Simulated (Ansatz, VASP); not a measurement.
## One calculation of TiAl, two programs

The input INCAR:

```
SYSTEM = TiAl
PREC     = Accurate       ! precision mode
ENCUT    = 520            ! plane-wave cutoff, eV
EDIFF    = 1E-6           ! SCF threshold, eV
ISMEAR   = 0              ! smearing method
SIGMA    = 0.15           ! smearing width, eV
LREAL    = .False.        ! projectors in reciprocal space
LASPH    = .True.         ! aspherical terms in the spheres
NELM     = 100            ! most SCF steps
ALGO     = Fast           ! electronic algorithm
ISIF     = 2              ! what is computed and relaxed
LWAVE    = .False.        ! write WAVECAR
LCHARG   = .False.        ! write CHGCAR
GGA      = PS             ! functional
NBANDS   = 14             ! bands
```

File KPOINTS:

```
Automatic mesh
0
Gamma
  16 16 16
  0 0 0
```

POSCAR

```
TiAl
1.0
    3.1790640000     -0.0158953200      0.0000000000
   -0.0158953200      3.1790640000      0.0000000000
    0.0000000000      0.0000000000      3.1790640000
Ti Al
1 1
Direct
    0.0000000000      0.0000000000      0.0000000000
    0.5000000000      0.5000000000      0.5000000000
```

Input for Ansatz:

```yaml
crystal:
  lattice:
    - [3.179064, -0.01589532, 0.0]
    - [-0.01589532, 3.179064, 0.0]
    - [0.0, 0.0, 3.179064]
  atoms:
    - { symbol: Ti, position: [0.0, 0.0, 0.0] }
    - { symbol: Al, position: [0.5, 0.5, 0.5] }
basis:
  ecutwfc: 420
kpoints:
  mp_grid: { grid: [16, 16, 16] }
hamiltonian:
  xc: pbesol
scf:
  occupations: { method: gaussian, width: 0.15 }
output:
  forces: true
  stress: true
  eigenvalues: true
```

Change from the starting cell: strain -0.0100 x Voigt [0, 0, 0, 0, 0, 1], atoms carried along.

Alike in both runs: task single point; functional PBEsol; k mesh 16 × 16 × 16; occupations gaussian, width 0.15 eV; no spin polarisation.

|  | VASP | Ansatz |
| --- | --- | --- |
| version | VASP 6.6.1 | Ansatz 0.2.0 |
| potentials or method | VASP PAW PBE potentials, release 64 (Ti_sv, Al), cutoff 520 eV | scalar-relativistic, plane waves, PAW |
| valence electrons in the cell | 15 | 15 |

VASP gave:

- gap on the k mesh at the Fermi level (eV): none
- pressure (GPa): -2.3
- traceless stress, the component that is largest in VASP (GPa): 0.68

Task: What did Ansatz give for the same quantities?

Result: gap on the k mesh at the Fermi level (eV): none; pressure (GPa): -2.4; traceless stress, the component that is largest in VASP (GPa): 0.68.

VASP's potentials were made for PBE, not for PBEsol. A gap of «none» marks a metal or a gap that the smearing closes.
